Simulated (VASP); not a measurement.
# NbH2 (Fm-3m) in VASP: a series of runs, part 2 of 2

VASP 6.6.1. The steps go on from the part before.

## (5) Single point, PBEsol (equal strain along all axes, cell held: -1.5 %)

INCAR reads:

```
SYSTEM = NbH2
PREC = Accurate
ENCUT = 520
EDIFF = 1E-6
ISMEAR = 0
SIGMA = 0.1
LREAL = .FALSE.
LASPH = .TRUE.
NELM = 100
ALGO = Normal
ISIF = 2
LWAVE = .FALSE.
LCHARG = .TRUE.
GGA = PS
LELF = .TRUE.
LVHAR = .TRUE.
NBANDS = 24
```

KPOINTS reads:

```
Automatic mesh
0
G
  12 12 8
  0 0 0
```

POSCAR reads:

```
NbH2
1.0
    2.2250911705      2.2250911705      0.0000000000
   -2.2250911705      2.2250911705      0.0000000000
    0.0000000000      0.0000000000      4.4501823409
Nb H
2 4
Direct
    0.0000000000      0.0000000000      0.0000000000
    0.5000000000      0.5000000000      0.5000000000
    0.0000000000      0.5000000000      0.7500000000
    0.5000000000      0.0000000000      0.7500000000
    0.5000000000      0.0000000000      0.2500000000
    0.0000000000      0.5000000000      0.2500000000
```

Potentials or basis: VASP PAW PBE potentials, release 64 (Nb_sv, H).

On the command line:

```
cat potpaw_PBE.64/Nb_sv/POTCAR potpaw_PBE.64/H/POTCAR > POTCAR
mpirun -np 1 vasp_std > vasp.out
```

OUTCAR:

```text
SYSTEM = NbH2
   PREC = Accurate
   ENCUT = 520
   EDIFF = 1E-6
   ISMEAR = 0
   LREAL = .FALSE.
   LASPH = .TRUE.
   NELM = 100
   ISIF = 2
   GGA = PS

 ion  position               nearest neighbor table
   1  0.000  0.000  0.000-   3 1.93   4 1.93   5 1.93   6 1.93   3 1.93   6 1.93   4 1.93   5 1.93

   2  0.500  0.500  0.500-   3 1.93   4 1.93   5 1.93   6 1.93   4 1.93   5 1.93   3 1.93   6 1.93

   3  0.000  0.500  0.750-   1 1.93   2 1.93   1 1.93   2 1.93
   4  0.500  0.000  0.750-   1 1.93   2 1.93   2 1.93   1 1.93
   5  0.500  0.000  0.250-   1 1.93   2 1.93   2 1.93   1 1.93
   6  0.000  0.500  0.250-   1 1.93   2 1.93   1 1.93   2 1.93

  LATTYP: Found a simple tetragonal cell.
 ALAT       =     3.1467541108
 C/A-ratio  =     1.4142135623

  Lattice vectors:

 A1 = (   2.2250911705,   2.2250911705,   0.0000000000)
 A2 = (  -2.2250911705,   2.2250911705,   0.0000000000)
 A3 = (   0.0000000000,   0.0000000000,   4.4501823409)

Analysis of symmetry for initial positions (statically):
=====================================================================
 Subroutine PRICEL returns following result:

  LATTYP: Found a face centered cubic cell.
 ALAT       =     4.4501823409

  Lattice vectors:

 A1 = (   0.0000000000,  -2.2250911705,  -2.2250911704)
 A2 = (   2.2250911705,   0.0000000000,  -2.2250911704)
 A3 = (   2.2250911705,  -2.2250911705,   0.0000000000)

   2 primitive cells build up your supercell.

 Routine SETGRP: Setting up the symmetry group for a
 simple tetragonal supercell.

 Subroutine GETGRP returns: Found 16 space group operations
 (whereof 16 operations were pure point group operations)
 out of a pool of 16 trial point group operations.

The static configuration has the point symmetry D_4h.
[... 141 lines left out ...]
   EFERMI_NEDOS =   21; number of points for ismear=-14 and -15
   IALGO  =     38    algorithm
   IMIX   =      4    mixing-type and parameters
     AMIX     =   0.40;   BMIX     =  1.00
     AMIX_MAG =   1.60;   BMIX_MAG =  1.00
  volume/ion in A,a.u.               =       7.34        49.56
  Fermi-wavevector in a.u.,A,eV,Ry     =   1.440171  2.721529 28.219748  2.074093
  Thomas-Fermi vector in A             =   2.558945
   LORBIT       =      0    0 simple, 1 ext, 2 COOP (PROOUT), +10 PAW based schemes
   GGA     = PS    functional components
   LHFCALC =     F    Hartree Fock is set to
   AEXX    =    0.0000 exact exchange contribution
   IVDW    =     0    specifies the selected vdW correction
   LEPSILON=     F    determine dielectric tensor
   LRPA    =     F    only Hartree local field effects (RPA)
 non-spin polarized calculation
 Gauss-broadening in eV      SIGMA  =   0.10
  energy-cutoff  :      520.00
  volume of cell :       44.07
 maximum number of plane-waves:      1208
 NGX is ok and might be reduce to    24

 number of electron      30.0000003 magnetization

 Free energy of the ion-electron system (eV)
  ---------------------------------------------------
  ext. energy  EPLUGINS =         0.00000000
  ---------------------------------------------------
  free energy    TOTEN  =       -36.95126467 eV

  energy without entropy =      -36.94226111  energy(sigma->0) =      -36.94676289

 E-fermi :  10.8249     XC(G=0): -12.5352

 val. band max:       10.8209751027   @ k =   0.4167   0.2500   0.3750
 cond. band min:      10.8336118186   @ k =   0.0833   0.0000   0.3750
 fundamental gap:      0.0126367159
 Fermi energy:        10.8249362751

 k-point     1 :       0.0000    0.0000    0.0000
  band No.  band energies     occupation
      1     -44.4226      2.00000
      2     -44.2632      2.00000
      3     -21.0223      2.00000
      4     -20.4464      2.00000
      5     -20.4464      2.00000
      6     -20.1512      2.00000
[... 637 lines left out ...]
     23      19.8671      0.00000
     24      20.0026      0.00000

 [... further k-points ...]

------------------------ aborting loop because EDIFF is reached ----------------------------------------

  FORCE on cell =-STRESS in cart. coord.  units (eV):
  Direction    XX          YY          ZZ          XY          YZ          ZX
  --------------------------------------------------------------------------------------
  -------------------------------------------------------------------------------------
  Total        2.4889592      2.4889592      2.4902243      0.0000000      0.0000000     -0.0000000
  in kB       90.4950745     90.4950745     90.5410701      0.0000000      0.0000000     -0.0000000
  external PRESSURE =      90.5104063 kB  Pullay stress =       0.0000000 kB

 VOLUME and BASIS-vectors are now :
 -----------------------------------------------------------------------------
  energy-cutoff  :      520.00
  volume of cell :       44.07
      direct lattice vectors                 reciprocal lattice vectors
     2.225091170  2.225091170  0.000000000     0.224709894  0.224709894  0.000000000
    -2.225091170  2.225091170  0.000000000    -0.224709894  0.224709894  0.000000000
     0.000000000  0.000000000  4.450182341     0.000000000  0.000000000  0.224709894

 POSITION                                       TOTAL-FORCE (eV/Angst)
 -----------------------------------------------------------------------------------
      0.00000      0.00000      0.00000         0.000000     -0.000000     -0.000000
      0.00000      2.22509      2.22509        -0.000000      0.000000      0.000000
     -1.11255      1.11255      3.33764         0.000000     -0.000000     -0.000000
      1.11255      1.11255      3.33764         0.000000     -0.000000     -0.000000
      1.11255      1.11255      1.11255         0.000000     -0.000000     -0.000000
     -1.11255      1.11255      1.11255         0.000000     -0.000000     -0.000000
 -----------------------------------------------------------------------------------
    total drift:                               -0.000000      0.000000     -0.000000

  FREE ENERGIE OF THE ION-ELECTRON SYSTEM (eV)
  ---------------------------------------------------
  free  energy   TOTEN  =       -36.9512646713 eV

  energy  without entropy=      -36.9422611145  energy(sigma->0) =      -36.94676289
```

Run time: 43 s. Hardware: 1 thread of Intel Xeon 6975P-C (Granite Rapids), shared host; peak memory 0.24 GiB.

Results:

```
Free energy            : -36.9513 eV
Pressure               : 9.1 GPa
Band gap on the k mesh : zero (bands 15 and 16 overlap by 4.49 eV)
```

Caveat: the cell differs from its parent crystal (equal strain along all axes, cell held: -1.5 %); the cell stands under pressure; the PAW data sets were made with another functional, which shifts forces and pressure a little.

## (6) Single point, PBEsol

This run uses another cell than the first one: it holds 6 atoms, not 3.

INCAR reads:

```
SYSTEM = NbH2
PREC = Accurate ; ENCUT = 520
EDIFF = 1E-7 ; ISMEAR = 0
SIGMA = 0.1 ; LREAL = .False.
LASPH = .True. ; NELM = 60
ALGO = Normal ; ISIF = 2
LWAVE = .False. ; LCHARG = .False.
GGA = PS ; NBANDS = 24
```

KPOINTS reads:

```
regular mesh
0
Gamma
  12 12 8
  0 0 0
```

Edit POSCAR of step 5 so:

```diff
@@ -2,5 +2,5 @@
 1.0
-    2.2250911705      2.2250911705      0.0000000000
-   -2.2250911705      2.2250911705      0.0000000000
-    0.0000000000      0.0000000000      4.4501823409
+    2.2589758076      2.2589758076      0.0000000000
+   -2.2589758076      2.2589758076      0.0000000000
+    0.0000000000      0.0000000000      4.5179516152
 Nb H
```

Potentials or basis: VASP PAW PBE potentials, release 64 (Nb_sv, H).

On the command line:

```
cat potpaw_PBE.64/Nb_sv/POTCAR potpaw_PBE.64/H/POTCAR > POTCAR
mpirun -np 1 vasp_std > vasp.out
```

Run time: 47 s. Hardware: 1 thread of Intel Xeon 6975P-C (Granite Rapids), shared host; peak memory 0.24 GiB.

It converged, with:

```
Free energy            : -37.0071 eV
Pressure               : -0.4 GPa
Band gap on the k mesh : zero (bands 15 and 16 overlap by 4.21 eV)
```

Levels at points of the mesh, in eV from the Fermi level:
| k point | band 13 | band 14 | band 15 | band 16 | band 17 | band 18 |
| --- | --- | --- | --- | --- | --- | --- |
| (0.00, 0.00, 0.00) | -1.43 | -1.43 | -1.43 | -1.13 | 1.30 | 1.30 |
| (0.50, 0.00, 0.00) | -2.04 | -2.04 | 0.09 | 0.09 | 0.59 | 0.59 |
| (0.50, 0.50, 0.00) | -4.52 | -4.52 | 2.92 | 2.92 | 2.99 | 2.99 |
| (0.00, 0.00, 0.50) | -1.27 | -1.27 | 0.03 | 0.03 | 0.03 | 0.03 |
| (0.50, 0.00, 0.50) | -1.28 | -1.28 | -1.28 | -1.28 | 2.74 | 2.74 |
| (0.50, 0.50, 0.50) | -3.31 | -3.31 | 0.31 | 0.31 | 2.99 | 2.99 |

Caveat: the PAW data sets were made with another functional, which shifts forces and pressure a little.

## (7) Summary

| cell | k mesh | gap on the mesh (eV) | pressure (GPa) |
| --- | --- | --- | --- |
| a = 3.195 Å, angles 60.0°, 3 atoms, atomic positions A | 16 × 16 × 16 | none | -0.5 |
| a = 3.051, b = 3.051, c = 4.315 Å, 6 atoms, atomic positions B | 12 × 12 × 8 | none | 34.4 |
| a = 3.099, b = 3.099, c = 4.382 Å, 6 atoms, atomic positions B | 12 × 12 × 8 | none | 20.6 |
| a = 3.147, b = 3.147, c = 4.450 Å, 6 atoms, atomic positions B | 12 × 12 × 8 | none | 9.1 |
| a = 3.195, b = 3.195, c = 4.518 Å, 6 atoms, atomic positions B | 12 × 12 × 8 | none | -0.4 |

Alike in all rows: task single point; level PBEsol; potentials or basis VASP PAW PBE potentials, release 64 (Nb_sv, H); no spin polarisation; cutoff (eV) 520; smearing gaussian 0.1 eV.

Caveats: the PAW data sets were made with another functional, which shifts forces and pressure a little; the cell stands under pressure (at least some runs).

Absolute energies hang on the potentials; compare differences alone.
